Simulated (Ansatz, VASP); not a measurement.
**Two plane-wave programs on In**

Contents of INCAR:

```
ALGO = Fast ; EDIFF = 1E-6
ENCUT = 520 ; GGA = PE
ISIF = 2 ; ISMEAR = 0
LASPH = T ; LCHARG = F
LREAL = F ; LWAVE = F
NBANDS = 20 ; NELM = 80
PREC = Accurate ; SIGMA = 0.1
```

The input KPOINTS:

```
k-points
0
Gamma
  15 15 8
```

The input POSCAR:

```
In
1.0
    3.1877561610      0.0000000000      0.0000000000
   -1.5938780805      2.7606778166      0.0000000000
    0.0000000000      0.0000000000      5.5956915553
In
2
Direct
    0.3333333300      0.6666666700      0.2500000000
    0.6666666700      0.3333333300      0.7500000000
```

Input for Ansatz:

```yaml
crystal:
  lattice:
    - [3.187756161, 0.0, 0.0]
    - [-1.5938780805, 2.7606778166, 0.0]
    - [0.0, 0.0, 5.5956915553]
  atoms:
    - { symbol: In, position: [0.33333333, 0.66666667, 0.25] }
    - { symbol: In, position: [0.66666667, 0.33333333, 0.75] }
basis:
  ecutwfc: 420
kpoints:
  mp_grid: { grid: [15, 15, 8] }
hamiltonian:
  xc: pbe
scf:
  occupations: { method: gaussian, width: 0.1 }
output:
  forces: true
  stress: true
  eigenvalues: true
```

Alike in both runs: task single point; functional PBE; k mesh 15 × 15 × 8; occupations gaussian, width 0.1 eV; no spin polarisation.

|  | VASP | Ansatz |
| --- | --- | --- |
| version | VASP 6.6.1 | Ansatz 0.2.0 |
| potentials or method | VASP PAW PBE potentials, release 64 (In_d), cutoff 520 eV | scalar-relativistic, plane waves, PAW |
| valence electrons in the cell | 26 | 26 |

Ansatz gave:

- gap on the k mesh at the Fermi level (eV): none
- pressure (GPa): 5.5
- traceless stress, the component that is largest in VASP (GPa): -1.84

Q: What did VASP give for the same quantities?

A: gap on the k mesh at the Fermi level (eV): none; pressure (GPa): 5.4; traceless stress, the component that is largest in VASP (GPa): -1.86.

A gap of «none» marks a metal or a gap that the smearing closes.
